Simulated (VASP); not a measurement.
# I (Fd-3m) in VASP: notebook, part 2 of 2

VASP 6.6.1.

### Step 4. Single point, PBE

This run uses another cell than the first one, of 35.86 Å³/atom.

File INCAR:

```
  PREC = Accurate
  ENCUT = 500
  EDIFF = 1E-6
  ISMEAR = 0
  SIGMA = 0.05
  LREAL = F
  LASPH = T
  NELM = 120
  ALGO = Normal
  ISIF = 2
  LWAVE = F
  LCHARG = T
  GGA = PE
  LELF = T
  LVHAR = T
  NBANDS = 14
  GGA_COMPAT = F
```

File KPOINTS:

```
regular mesh
0
Gamma
  6 6 6
```

File POSCAR:

```
I
1.0
    0.0000000000      3.2976898690      3.2976898690
    3.2976898690      0.0000000000      3.2976898690
    3.2976898690      3.2976898690      0.0000000000
I
2
Direct
    1.0000000000      1.0000000000      1.0000000000
    0.2500000000      0.2500000000      0.2500000000
```

Potentials or basis: VASP PAW PBE potentials, release 64 (I).

Started as:

```console
$ cat potpaw_PBE.64/I/POTCAR > POTCAR
$ mpirun -np 1 vasp_std > vasp.out
```

OUTCAR:

```text
PREC = Accurate
   ENCUT = 500
   EDIFF = 1E-6
   ISMEAR = 0
   LREAL = F
   LASPH = T
   NELM = 120
   ISIF = 2
   GGA = PE

 ion  position               nearest neighbor table
   1  0.000  0.000  0.000-   2 2.86   2 2.86   2 2.86   2 2.86
   2  0.250  0.250  0.250-   1 2.86   1 2.86   1 2.86   1 2.86

  LATTYP: Found a face centered cubic cell.
 ALAT       =     6.5953797380

  Lattice vectors:

 A1 = (   0.0000000000,   3.2976898690,   3.2976898690)
 A2 = (   3.2976898690,   0.0000000000,   3.2976898690)
 A3 = (   3.2976898690,   3.2976898690,   0.0000000000)

Analysis of symmetry for initial positions (statically):
=====================================================================
 Subroutine PRICEL returns:
 Original cell was already a primitive cell.

 Routine SETGRP: Setting up the symmetry group for a
 face centered cubic supercell.

 Subroutine GETGRP returns: Found 48 space group operations
 (whereof 24 operations were pure point group operations)
 out of a pool of 48 trial point group operations.

The static configuration has the point symmetry T_d .
 The point group associated with its full space group is O_h .

Analysis of symmetry for dynamics (positions and initial velocities):
=====================================================================
 Subroutine PRICEL returns:
 Original cell was already a primitive cell.

 Routine SETGRP: Setting up the symmetry group for a
 face centered cubic supercell.

 Subroutine GETGRP returns: Found 48 space group operations
 (whereof 24 operations were pure point group operations)
 out of a pool of 48 trial point group operations.

The dynamic configuration has the point symmetry T_d .
 The point group associated with its full space group is O_h .

 Subroutine INISYM returns: Found 48 space group operations
 (whereof 24 operations are pure point group operations),
 and found     1 'primitive' translations

----------------------------------------------------------------------------------------
[... 113 lines left out ...]
   LEPSILON=     F    determine dielectric tensor
   LRPA    =     F    only Hartree local field effects (RPA)
 non-spin polarized calculation
 Gauss-broadening in eV      SIGMA  =   0.05
  energy-cutoff  :      500.00
  volume of cell :       71.72
 maximum number of plane-waves:      1853
 NGX is ok and might be reduce to    36
   NGX = 17   NGY = 17   NGZ = 17

 number of electron      14.0000000 magnetization

 Free energy of the ion-electron system (eV)
  ---------------------------------------------------
  ext. energy  EPLUGINS =         0.00000000
  ---------------------------------------------------
  free energy    TOTEN  =        -0.06225618 eV

  energy without entropy =       -0.05354304  energy(sigma->0) =       -0.05789961

 E-fermi :   5.8469     XC(G=0):  -8.5375

 val. band max:        5.8140166654   @ k =   0.5000   0.3333   0.1667
 cond. band min:       5.8614005637   @ k =   0.5000   0.3333   0.1667
 fundamental gap:      0.0473838983
 Fermi energy:         5.8469233952

 k-point     1 :       0.0000    0.0000    0.0000
  band No.  band energies     occupation
      1     -10.4783      2.00000
      2      -4.9396      2.00000
      3       0.8698      2.00000
      4       0.8698      2.00000
      5       0.8698      2.00000
      6       3.7061      2.00000
      7       3.7061      2.00000
      8       3.7061      2.00000
      9       9.2157      0.00000
     10      11.3295      0.00000
     11      11.3295      0.00000
     12      13.2274      0.00000
     13      13.2274      0.00000
     14      13.2274      0.00000
[... 241 lines left out ...]
      1      -8.3862      2.00000
      2      -8.3862      2.00000
      3      -0.7102      2.00000
      4      -0.7102      2.00000
      5       3.2656      2.00000
      6       3.2656      2.00000
      7       6.3203      0.00000
      8       6.3203      0.00000
      9      10.3667      0.00000
     10      10.3667      0.00000
     11      13.0704      0.00000
     12      13.0704      0.00000
     13      15.7611      0.00000
     14      15.7611      0.00000

------------------------ aborting loop because EDIFF is reached ----------------------------------------

  FORCE on cell =-STRESS in cart. coord.  units (eV):
  Direction    XX          YY          ZZ          XY          YZ          ZX
  --------------------------------------------------------------------------------------
  -------------------------------------------------------------------------------------
  Total        8.9291710      8.9291710      8.9291710      0.0000000     -0.0000000      0.0000000
  in kB      199.4629764    199.4629764    199.4629764      0.0000000     -0.0000000      0.0000000
  external PRESSURE =     199.4629764 kB  Pullay stress =       0.0000000 kB

 VOLUME and BASIS-vectors are now :
 -----------------------------------------------------------------------------
  energy-cutoff  :      500.00
  volume of cell :       71.72
      direct lattice vectors                 reciprocal lattice vectors
     0.000000000  3.297689869  3.297689869    -0.151621292  0.151621292  0.151621292
     3.297689869  0.000000000  3.297689869     0.151621292 -0.151621292  0.151621292
     3.297689869  3.297689869  0.000000000     0.151621292  0.151621292 -0.151621292

 POSITION                                       TOTAL-FORCE (eV/Angst)
 -----------------------------------------------------------------------------------
      0.00000      0.00000      0.00000         0.000000      0.000000      0.000000
      1.64884      1.64884      1.64884        -0.000000     -0.000000     -0.000000
 -----------------------------------------------------------------------------------
    total drift:                                0.000000      0.000000      0.000000

  FREE ENERGIE OF THE ION-ELECTRON SYSTEM (eV)
  ---------------------------------------------------
  free  energy   TOTEN  =        -0.0622561834 eV

  energy  without entropy=       -0.0535430374  energy(sigma->0) =       -0.05789961
```

stdout:

```text
POSCAR found type information on POSCAR I
 POSCAR found :  1 types and       2 ions
 scaLAPACK will be used
 LDA part: xc-table for (Slater+PW92), standard interpolation
 POSCAR, INCAR and KPOINTS ok, starting setup
 FFT: planning ... GRIDC
 FFT: planning ... GRID_SOFT
 FFT: planning ... GRID
 WAVECAR not read
 entering main loop
```

Wall time 23 s (1 thread of Intel Xeon Platinum 8375C at 2.90GHz (Ice Lake), shared host); peak memory 0.2 GiB.

Results:

- Free energy: -0.0623 eV
- Pressure: 19.9 GPa
- Band gap on the k mesh: zero (bands 7 and 8 overlap by 3.19 eV)

Caveat: the cell stands under pressure; spin-orbit coupling is left out, which moves the levels of the heavy elements.

### Step 5. Single point, PBE

This run uses another cell than the first one, of 60.23 Å³/atom.

File INCAR:

```
SYSTEM = I
PREC     = Accurate       ! precision mode
ENCUT    = 500            ! plane-wave cutoff, eV
EDIFF    = 1E-6           ! SCF threshold, eV
ISMEAR   = 0              ! smearing method
SIGMA    = 0.05           ! smearing width, eV
LREAL    = .FALSE.        ! projectors in reciprocal space
LASPH    = .TRUE.         ! aspherical terms in the spheres
NELM     = 120            ! most SCF steps
ALGO     = Normal         ! electronic algorithm
ISIF     = 2              ! what is computed and relaxed
LWAVE    = .FALSE.        ! write WAVECAR
LCHARG   = .FALSE.        ! write CHGCAR
GGA      = PE             ! functional
NBANDS   = 14             ! bands
GGA_COMPAT= .FALSE.
```

File KPOINTS:

```
regular mesh
0
G
  6 6 6
  0 0 0
```

File POSCAR:

```
I
1.0
    0.0000000000      3.9197748283      3.9197748283
    3.9197748283      0.0000000000      3.9197748283
    3.9197748283      3.9197748283      0.0000000000
I
2
Direct
    1.0000000000      1.0000000000      1.0000000000
    0.2500000000      0.2500000000      0.2500000000
```

Started as:

```console
$ cat potpaw_PBE.64/I/POTCAR > POTCAR
$ mpirun -np 1 vasp_std > vasp.out
```

Wall time 22 s (1 thread of Intel Xeon Platinum 8375C at 2.90GHz (Ice Lake), shared host); peak memory 0.23 GiB.

Results (log left out):

* Free energy: -1.9435 eV
* Pressure: 0.0 GPa
* Band gap on the k mesh: zero (bands 7 and 8 overlap by 1.18 eV)

Levels at points of the mesh, in eV from the Fermi level:
| k point | band 3 | band 4 | band 5 | band 6 | band 7 | band 8 | band 9 | band 10 | band 11 | band 12 |
| --- | --- | --- | --- | --- | --- | --- | --- | --- | --- | --- |
| (0.00, 0.00, 0.00) | -2.57 | -2.57 | -2.57 | -0.86 | -0.86 | -0.86 | 4.42 | 6.91 | 6.91 | 8.23 |
| (0.50, 0.00, 0.00) | -2.91 | -2.91 | -2.90 | -0.34 | -0.34 | -0.15 | 6.22 | 6.37 | 6.94 | 6.94 |
| (0.50, 0.50, 0.00) | -3.26 | -3.26 | -1.70 | -1.70 | 0.32 | 0.32 | 5.71 | 5.71 | 8.16 | 8.16 |

Caveat: spin-orbit coupling is left out, which moves the levels of the heavy elements.

### Step 6. Relaxation of cell and atoms, PBE

This run uses another cell than the first one, of 42.69 Å³/atom.

File INCAR:

```
PREC = Accurate ; ENCUT = 500
EDIFF = 1E-7 ; ISMEAR = 0
SIGMA = 0.05 ; LREAL = F
LASPH = T ; NELM = 120
ALGO = Normal ; ISIF = 3
LWAVE = F ; LCHARG = F
GGA = PE ; IBRION = 2
NSW = 80 ; EDIFFG = -0.01
GGA_COMPAT = F ; NELMIN = 4
```

File KPOINTS:

```
regular mesh
0
Gamma
  6 6 6
```

File POSCAR:

```
I
1.0
    0.0000000000      3.4950000000      3.4950000000
    3.4950000000      0.0000000000      3.4950000000
    3.4950000000      3.4950000000      0.0000000000
I
2
Direct
    1.0000000000      1.0000000000      1.0000000000
    0.2500000000      0.2500000000      0.2500000000
```

Potentials or basis: VASP PAW PBE potentials, release 64 (I).

Started as:

```console
$ cat potpaw_PBE.64/I/POTCAR > POTCAR
$ mpirun -np 1 vasp_std > vasp.out
```

OUTCAR:

```text
PREC = Accurate
   ENCUT = 500
   EDIFF = 1E-7
   ISMEAR = 0
   LREAL = F
   LASPH = T
   NELM = 120
   ISIF = 3
   GGA = PE
   IBRION = 2
   NSW = 80
   EDIFFG = -0.01
   NELMIN = 4

 ion  position               nearest neighbor table
   1  0.000  0.000  0.000-   2 3.03   2 3.03   2 3.03   2 3.03
   2  0.250  0.250  0.250-   1 3.03   1 3.03   1 3.03   1 3.03

  LATTYP: Found a face centered cubic cell.
 ALAT       =     6.9900000000

  Lattice vectors:

 A1 = (   0.0000000000,   3.4950000000,   3.4950000000)
 A2 = (   3.4950000000,   0.0000000000,   3.4950000000)
 A3 = (   3.4950000000,   3.4950000000,   0.0000000000)

Analysis of symmetry for initial positions (statically):
=====================================================================
 Subroutine PRICEL returns:
 Original cell was already a primitive cell.

 Routine SETGRP: Setting up the symmetry group for a
 face centered cubic supercell.

 Subroutine GETGRP returns: Found 48 space group operations
 (whereof 24 operations were pure point group operations)
 out of a pool of 48 trial point group operations.

The static configuration has the point symmetry T_d .
[... 146 lines left out ...]

 number of electron      13.9999998 magnetization

 Free energy of the ion-electron system (eV)
  ---------------------------------------------------
  ext. energy  EPLUGINS =         0.00000000
  ---------------------------------------------------
  free energy    TOTEN  =        -1.23886523 eV

  energy without entropy =       -1.23331811  energy(sigma->0) =       -1.23609167

------------------------ aborting loop because EDIFF is reached ----------------------------------------

  FORCE on cell =-STRESS in cart. coord.  units (eV):
  Direction    XX          YY          ZZ          XY          YZ          ZX
  --------------------------------------------------------------------------------------
  -------------------------------------------------------------------------------------
  Total        4.7672654      4.7672654      4.7672654      0.0000000      0.0000000      0.0000000
  in kB       89.4557740     89.4557740     89.4557740      0.0000000      0.0000000      0.0000000
  external PRESSURE =      89.4557740 kB  Pullay stress =       0.0000000 kB
[... 95 lines left out ...]
--------------------------------------- Ionic step        4  -------------------------------------------

 number of electron      14.0000004 magnetization

 Free energy of the ion-electron system (eV)
  ---------------------------------------------------
  ext. energy  EPLUGINS =         0.00000000
  ---------------------------------------------------
  free energy    TOTEN  =        -1.94252560 eV

  energy without entropy =       -1.93488045  energy(sigma->0) =       -1.93870302

 E-fermi :   0.3791     XC(G=0):  -6.4320

 val. band max:        0.3657476101   @ k =  -0.3333   0.3333   0.0000
 cond. band min:       0.4072592679   @ k =  -0.3333   0.1667   0.0000
 fundamental gap:      0.0415116578
 Fermi energy:         0.3790985704

 k-point     1 :       0.0000    0.0000    0.0000
  band No.  band energies     occupation
      1     -12.5339      2.00000
      2     -10.6804      2.00000
      3      -2.1992      2.00000
      4      -2.1992      2.00000
      5      -2.1992      2.00000
      6      -0.4839      2.00000
      7      -0.4839      2.00000
      8      -0.4839      2.00000
      9       4.7951      0.00000
     10       7.2877      0.00000
     11       7.2877      0.00000
[... 237 lines left out ...]
  FREE ENERGIE OF THE ION-ELECTRON SYSTEM (eV)
  ---------------------------------------------------
  free  energy   TOTEN  =        -1.9425255965 eV

  energy  without entropy=       -1.9348804474  energy(sigma->0) =       -1.93870302

 reached required accuracy - stopping structural energy minimisation
```

OSZICAR:

```text
N       E                     dE             d eps       ncg     rms          rms(c)
DAV:   1     0.667045422010E+02    0.66705E+02   -0.50444E+03   352   0.961E+02
DAV:   2     0.266595891460E+01   -0.64039E+02   -0.61721E+02   550   0.150E+02
DAV:   3    -0.116886123353E+01   -0.38348E+01   -0.38214E+01   427   0.407E+01
[... 53 lines left out ...]
DAV:  11    -0.194252872477E+01    0.44587E-05   -0.34052E-07   352   0.459E-03    0.451E-02
DAV:  12    -0.194252658421E+01    0.21406E-05   -0.99130E-08   224   0.288E-03    0.152E-02
DAV:  13    -0.194252572120E+01    0.86301E-06   -0.58384E-08   224   0.233E-03    0.223E-03
DAV:  14    -0.194252559322E+01    0.12798E-06   -0.18488E-08   176   0.115E-03    0.840E-05
DAV:  15    -0.194252559649E+01   -0.32717E-08   -0.66925E-09   176   0.639E-04
   4 F= -.19425256E+01 E0= -.19387030E+01  d E =-.703660E+00
```

Run time: 36 s. Hardware: 1 thread of Intel Xeon Platinum 8488C (Sapphire Rapids), shared host; peak memory 0.2 GiB.

What came out:

```
Free energy                           : -1.9425 eV
Relaxed volume                        : 60.09 Å³/atom
Relaxed cell                          : a = 5.539 Å, b = 5.539 Å, c = 5.539 Å, α = 60.00°, β = 60.00°, γ = 60.00°
Space group after relaxing (to 0.1 Å) : Fd-3m (No. 227)
Energy gained by relaxing             : 351.8 meV/atom
Ionic steps                           : 4
Pressure after relaxing               : 0.0 GPa
Band gap on the k mesh                : zero (bands 7 and 8 overlap by 1.19 eV)
```

Step by step:
```
step  energy change (eV)  largest force (eV/Å)  pressure (GPa)  volume (Å³)
   1              0.0000                0.0000            8.95        85.38
   2             -0.7026                0.0000            0.19       118.36
   3             -0.7035                0.0000           -0.07       120.97
   4             -0.7037                0.0000            0.00       120.18
```

Final structure:
```xyz
2
Lattice="0.0000 3.9168 3.9168 3.9168 0.0000 3.9168 3.9168 3.9168 0.0000" Properties=species:S:1:pos:R:3 pbc="T T T"
I     0.0000    0.0000    0.0000
I     1.9584    1.9584    1.9584
```

Levels at points of the mesh, in eV from the Fermi level:
```tsv
k point	band 4	band 5	band 6	band 7	band 8	band 9	band 10	band 11
(0.00, 0.00, 0.00)	-2.58	-2.58	-0.86	-0.86	-0.86	4.42	6.91	6.91
(0.50, 0.00, 0.00)	-2.92	-2.91	-0.34	-0.34	-0.15	6.22	6.37	6.94
(0.50, 0.50, 0.00)	-3.27	-1.70	-1.70	0.32	0.32	5.70	5.70	8.16
```

Caveat: the volume moved by over 15 % at a fixed basis, so the end points are rough; spin-orbit coupling is left out, which moves the levels of the heavy elements.

### Step 7. Overview

```tsv
task	cell	gap on the mesh (eV)	pressure (GPa)
single point	a = 4.210 Å, angles 60.0°, 2 atoms	none	60.0
single point	a = 4.382 Å, angles 60.0°, 2 atoms	none	39.9
single point	a = 4.664 Å, angles 60.0°, 2 atoms	none	19.9
single point	a = 5.543 Å, angles 60.0°, 2 atoms	none	0.0
relaxation of cell and atoms	relaxed from a = 4.943 Å, angles 60.0°, 2 atoms	none	0.0
```

Alike in all rows: level PBE; potentials or basis VASP PAW PBE potentials, release 64 (I); no spin polarisation; k mesh 6 × 6 × 6; cutoff (eV) 500; smearing gaussian 0.05 eV.

Caveats: spin-orbit coupling is left out, which moves the levels of the heavy elements; the cell stands under pressure (at least some runs); the volume moved by over 15 % at a fixed basis, so the end points are rough (at least some runs).

Absolute energies hang on the potentials; compare differences alone.
